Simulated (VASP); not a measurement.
## CdS: single point with PBE

The system is CdS.

```xyz
2
Lattice="-0.0367 2.9392 2.9392 2.9392 -0.0367 2.9392 2.9025 2.9025 0.0000" Properties=species:S:1:pos:R:3 pbc="T T T"
Cd    0.0000    0.0000   -0.0163
S     1.4512    1.4512    1.4859
```

This cell differs from its parent crystal: shear xy strain -2.5%.

- Program: VASP 6.6.1
- Task: single point
- Functional: PBE
- Potentials or basis: VASP PAW PBE potentials, release 64 (Cd, S)
- Cutoff: 520 eV
- k mesh: 8 × 8 × 8
- Occupations: fermi-dirac, width 0.02 eV
- Spin: no spin polarisation

```json
{
  "Pressure": "1.7 GPa",
  "Band gap on the k mesh": "1.05 eV"
}
```

Stress tensor (GPa, compression positive):
```
1.70 0.63 0.00
0.63 1.70 0.00
0.00 0.00 1.70
```

Levels at points of the mesh, in eV from the valence-band top:
| k point | band 6 | band 7 | band 8 | band 9 | band 10 | band 11 | band 12 | band 13 |
| --- | --- | --- | --- | --- | --- | --- | --- | --- |
| (0.00, 0.00, 0.00) | -7.25 | -0.09 | -0.05 | 0.00 | 1.05 | 6.36 | 6.51 | 6.66 |
| (0.50, 0.00, 0.00) | -6.90 | -4.34 | -0.78 | -0.70 | 3.01 | 7.02 | 7.04 | 7.32 |
| (0.50, 0.50, 0.00) | -6.82 | -3.90 | -1.95 | -1.74 | 3.49 | 4.33 | 9.09 | 10.57 |
| (0.00, 0.00, 0.50) | -6.87 | -4.28 | -0.83 | -0.75 | 2.86 | 6.89 | 6.89 | 7.41 |
| (0.50, 0.00, 0.50) | -6.82 | -3.90 | -1.84 | -1.84 | 3.54 | 4.27 | 9.06 | 10.58 |

Wall time 25 s on 1 thread of Intel(R) Xeon(R) 6975P-C (Granite Rapids) (shared host), peak memory 0.22 GiB.

Caveat: the cell differs from its parent crystal (shear xy strain -2.5%).
